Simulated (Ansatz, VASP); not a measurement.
**One calculation of BaS, two programs**

```
CELL_PARAMETERS angstrom
0.00000 3.51614 3.51614
3.51614 0.00000 3.51614
3.51614 3.51614 0.00000
ATOMIC_POSITIONS crystal
Ba 0.00000 0.00000 0.00000
S 0.25000 0.25000 0.25000
```

Alike in both runs: task single point; functional LDA; k mesh 9 × 9 × 9; occupations fermi-dirac, width 0.08 eV; no spin polarisation.

|  | VASP | Ansatz |
| --- | --- | --- |
| version | VASP 6.6.1 | Ansatz 0.2.0 |
| potentials or method | VASP PAW LDA potentials, release 64 (Ba_sv, S), cutoff 520 eV | all-electron LAPW, scalar-relativistic |

```csv
,VASP,Ansatz,Ansatz less VASP
pressure (GPa),-1.6,-2.0,-0.44
```

LDA's correlation is that of Perdew and Zunger in VASP and of Perdew and Wang (1992) in Ansatz. Ansatz ran all-electron here, and VASP with PAW potentials.

Neither program's run includes spin-orbit coupling.
